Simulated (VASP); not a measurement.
# HfN (Fm-3m) in VASP: further runs, part 2 of 2

VASP 6.6.1.

## 6. Single point, PBE+D3(BJ), non-collinear spin, zero start, spin-orbit coupling

This run uses another cell than the first one, of 11.74 Å³/atom.

Contents of INCAR:

```
PREC     = Accurate       # precision mode
ENCUT    = 520            # plane-wave cutoff, eV
EDIFF    = 1E-7           # SCF threshold, eV
ISMEAR   = 0              # smearing method
SIGMA    = 0.05           # smearing width, eV
LREAL    = False          # projectors in reciprocal space
LASPH    = True           # aspherical terms in the spheres
NELM     = 150            # most SCF steps
ALGO     = Normal         # electronic algorithm
ISIF     = 2              # what is computed and relaxed
LWAVE    = False          # write WAVECAR
LCHARG   = False          # write CHGCAR
MAGMOM   = 0 0 0 0 0 0    # initial moments
LORBIT   = 11             # projections on sites
LSORBIT  = True           # spin-orbit coupling
GGA_COMPAT= False        
LORBMOM  = True         
LMAXMIX  = 4              # l up to which the mixer works
GGA      = PE             # functional
IVDW     = 12             # dispersion correction
NBANDS   = 27             # bands
```

Contents of KPOINTS:

```
Automatic mesh
0
Gamma
  12 12 12
```

Contents of POSCAR:

```
HfN
1.0
    0.0000000000      2.2726372262      2.2726372262
    2.2726372262      0.0000000000      2.2726372262
    2.2726372262      2.2726372262      0.0000000000
Hf N
1 1
Direct
    0.5000000000      0.5000000000      0.5000000000
    0.0000000000      0.0000000000      0.0000000000
```

Potentials or basis: VASP PAW PBE potentials, release 64 (Hf_pv, N).

Command:

```sh
cat potpaw_PBE.64/Hf_pv/POTCAR potpaw_PBE.64/N/POTCAR > POTCAR
mpirun -np 1 vasp_ncl > vasp.out
```

OUTCAR:

```text
PREC = Accurate
   ENCUT = 520
   EDIFF = 1E-7
   ISMEAR = 0
   LREAL = False
   LASPH = True
   NELM = 150
   ISIF = 2
   LORBIT = 11
   LSORBIT = True
   GGA = PE
   IVDW = 12
 IVDW          = 12

 ion  position               nearest neighbor table
   1  0.500  0.500  0.500-   2 2.27   2 2.27   2 2.27   2 2.27   2 2.27   2 2.27
   2  0.000  0.000  0.000-   1 2.27   1 2.27   1 2.27   1 2.27   1 2.27   1 2.27

  LATTYP: Found a face centered cubic cell.
 ALAT       =     4.5452744524

  Lattice vectors:

 A1 = (   0.0000000000,   2.2726372262,   2.2726372262)
 A2 = (   2.2726372262,   0.0000000000,   2.2726372262)
 A3 = (   2.2726372262,   2.2726372262,   0.0000000000)

Analysis of symmetry for initial positions (statically):
=====================================================================
 Subroutine PRICEL returns:
 Original cell was already a primitive cell.

 Routine SETGRP: Setting up the symmetry group for a
 face centered cubic supercell.

 Subroutine GETGRP returns: Found 48 space group operations
 (whereof 48 operations were pure point group operations)
 out of a pool of 48 trial point group operations.

The static configuration has the point symmetry O_h .

Analysis of symmetry for dynamics (positions and initial velocities):
=====================================================================
 Subroutine PRICEL returns:
 Original cell was already a primitive cell.

 Routine SETGRP: Setting up the symmetry group for a
 face centered cubic supercell.

 Subroutine GETGRP returns: Found 48 space group operations
 (whereof 48 operations were pure point group operations)
 out of a pool of 48 trial point group operations.

The dynamic configuration has the point symmetry O_h .

Analysis of structural, dynamic, and magnetic symmetry:
=====================================================================
 Subroutine PRICEL returns:
 Original cell was already a primitive cell.

 Routine SETGRP: Setting up the symmetry group for a
 face centered cubic supercell.

 Subroutine GETGRP returns: Found 48 space group operations
 (whereof 48 operations were pure point group operations)
 out of a pool of 48 trial point group operations.

The overall configuration has the point symmetry O_h .

 Subroutine INISYM returns: Found 48 space group operations
 (whereof 48 operations are pure point group operations),
 and found     1 'primitive' translations

----------------------------------------------------------------------------------------

                                     Primitive cell

  volume of cell :      23.4758

  direct lattice vectors                    reciprocal lattice vectors
     0.000000000  2.272637226  2.272637226    -0.220008717  0.220008717  0.220008717
     2.272637226  0.000000000  2.272637226     0.220008717 -0.220008717  0.220008717
     2.272637226  2.272637226  0.000000000     0.220008717  0.220008717 -0.220008717

  length of vectors
     3.213994388  3.213994388  3.213994388     0.381066276  0.381066276  0.381066276

[... 861 lines left out ...]

 E8    (eV) :    -0.3554

  FORCE on cell =-STRESS in cart. coord.  units (eV):
  Direction    XX          YY          ZZ          XY          YZ          ZX
  --------------------------------------------------------------------------------------
  -------------------------------------------------------------------------------------
  Total      -1.05645    -1.05645    -1.05645    -0.00000     0.00000    -0.00000
  in kB     -72.10048   -72.10048   -72.10048    -0.00000     0.00000    -0.00000
  external pressure =      -72.10 kB  Pullay stress =        0.00 kB

 VOLUME and BASIS-vectors are now :
 -----------------------------------------------------------------------------
  energy-cutoff  :      520.00
  volume of cell :       23.48
      direct lattice vectors                 reciprocal lattice vectors
     0.000000000  2.272637226  2.272637226    -0.220008717  0.220008717  0.220008717
     2.272637226  0.000000000  2.272637226     0.220008717 -0.220008717  0.220008717
     2.272637226  2.272637226  0.000000000     0.220008717  0.220008717 -0.220008717

 POSITION                                       TOTAL-FORCE (eV/Angst)
 -----------------------------------------------------------------------------------
      2.27264      2.27264      2.27264         0.000000      0.000000      0.000000
      0.00000      0.00000      0.00000        -0.000000     -0.000000     -0.000000
 -----------------------------------------------------------------------------------
    total drift:                               -0.000000     -0.000000     -0.000000

  FREE ENERGIE OF THE ION-ELECTRON SYSTEM (eV)
  ---------------------------------------------------
  free  energy   TOTEN  =       -23.1738840155 eV

  energy  without entropy=      -23.1733121347  energy(sigma->0) =      -23.17359808

 orbital moment (x)

 # of ion     p       d       tot
 ----------------------------------------
  1         0.000  -0.000  -0.000
  2         0.000   0.000   0.000
 ----------------------------------------
            0.000  -0.000  -0.000

 orbital moment (y)

 # of ion     p       d       tot
 ----------------------------------------
  1         0.000   0.000   0.000
  2         0.000   0.000   0.000
 ----------------------------------------
            0.000   0.000   0.000

 orbital moment (z)

 # of ion     p       d       tot
 ----------------------------------------
  1         0.000   0.000   0.000
  2         0.000   0.000   0.000
 ----------------------------------------
            0.000   0.000   0.000

 Spin-Orbit-Coupling matrix elements

 Ion:    1  E_soc:     -1.2915846
 l=   1
     0.0000000    -0.2079707    -0.2079707
    -0.2079707     0.0000000    -0.2079707
    -0.2079707    -0.2079707     0.0000000
 l=   2
     0.0000000    -0.0020728     0.0000000    -0.0020728    -0.0052206
    -0.0020728     0.0000000    -0.0039154    -0.0020728    -0.0013051
     0.0000000    -0.0039154     0.0000000    -0.0039154     0.0000000
    -0.0020728    -0.0020728    -0.0039154     0.0000000    -0.0013051
    -0.0052206    -0.0013051     0.0000000    -0.0013051     0.0000000
 l=   3
     0.0000000     0.0000000     0.0000000     0.0000000     0.0000000     0.0000000     0.0000000
     0.0000000     0.0000000     0.0000000     0.0000000     0.0000000     0.0000000     0.0000000
     0.0000000     0.0000000     0.0000000     0.0000000     0.0000000     0.0000000     0.0000000
     0.0000000     0.0000000     0.0000000     0.0000000     0.0000000     0.0000000     0.0000000
     0.0000000     0.0000000     0.0000000     0.0000000     0.0000000     0.0000000     0.0000000
     0.0000000     0.0000000     0.0000000     0.0000000     0.0000000     0.0000000     0.0000000
     0.0000000     0.0000000     0.0000000     0.0000000     0.0000000     0.0000000     0.0000000

 Ion:    2  E_soc:     -0.0003940
 l=   1
     0.0000000    -0.0000657    -0.0000657
    -0.0000657     0.0000000    -0.0000657
    -0.0000657    -0.0000657     0.0000000
 l=   2
     0.0000000     0.0000000     0.0000000     0.0000000     0.0000000
     0.0000000     0.0000000     0.0000000     0.0000000     0.0000000
     0.0000000     0.0000000     0.0000000     0.0000000     0.0000000
     0.0000000     0.0000000     0.0000000     0.0000000     0.0000000
     0.0000000     0.0000000     0.0000000     0.0000000     0.0000000
 l=   3
     0.0000000     0.0000000     0.0000000     0.0000000     0.0000000     0.0000000     0.0000000
     0.0000000     0.0000000     0.0000000     0.0000000     0.0000000     0.0000000     0.0000000
     0.0000000     0.0000000     0.0000000     0.0000000     0.0000000     0.0000000     0.0000000
     0.0000000     0.0000000     0.0000000     0.0000000     0.0000000     0.0000000     0.0000000
     0.0000000     0.0000000     0.0000000     0.0000000     0.0000000     0.0000000     0.0000000
     0.0000000     0.0000000     0.0000000     0.0000000     0.0000000     0.0000000     0.0000000
     0.0000000     0.0000000     0.0000000     0.0000000     0.0000000     0.0000000     0.0000000

 total charge

# of ion       s       p       d       tot
------------------------------------------
    1        0.286   6.599   1.739   8.624
    2        1.233   2.497   0.000   3.730
--------------------------------------------------
tot          1.519   9.096   1.739  12.354

 magnetization (x)

# of ion       s       p       d       tot
------------------------------------------
    1        0.000   0.000   0.000   0.000
    2        0.000  -0.000   0.000   0.000
--------------------------------------------------
tot          0.000  -0.000   0.000   0.000

 magnetization (y)

# of ion       s       p       d       tot
------------------------------------------
    1        0.000   0.000   0.000   0.000
    2       -0.000   0.000   0.000  -0.000
--------------------------------------------------
tot          0.000   0.000   0.000   0.000

 magnetization (z)

# of ion       s       p       d       tot
------------------------------------------
    1        0.000   0.000   0.000   0.000
    2       -0.000  -0.000   0.000  -0.000
--------------------------------------------------
tot         -0.000  -0.000   0.000  -0.000
```

Wall time 53 s (1 thread of AMD EPYC 9R45 (Zen 5), shared host); peak memory 0.22 GiB.

What came out:

```
Free energy                                           : -23.1739 eV
Pressure                                              : -7.2 GPa
Net moment                                            : 0.00 μB per cell
Valence electrons inside the program's atomic spheres : Hf 8.62; N 3.73
Dispersion energy per atom                            : -0.379 eV
```

Moments on the atoms (μB; x, y, z):
```
Hf  0.00 0.00 0.00
N   0.00 0.00 0.00
```

Caveat: the cell stands under tension.

## 7. Summary

| level | cell | pressure (GPa) | moment (μB) |
| --- | --- | --- | --- |
| PBE | a = 3.171 Å, angles 60.0°, 2 atoms | 9.9 | 0.00 |
| PBE | a = 3.214 Å, angles 60.0°, 2 atoms | -1.8 | 0.00 |
| PBEsol | a = 3.214 Å, angles 60.0°, 2 atoms | -9.8 | 0.00 |
| PBE+D3(BJ) | a = 3.214 Å, angles 60.0°, 2 atoms | -7.2 | 0.00 |

Alike in all rows: task single point; potentials or basis VASP PAW PBE potentials, release 64 (Hf_pv, N); spin non-collinear, zero start, SOC; k mesh 12 × 12 × 12; cutoff (eV) 520; smearing gaussian 0.05 eV.

Caveats: the cell stands under tension (at least some runs); the cell stands under pressure (at least some runs); the PAW data sets were made with another functional, which shifts forces and pressure a little (at least some runs).

Total energies depend on the potentials used, so only differences within one code and one set of settings carry meaning.
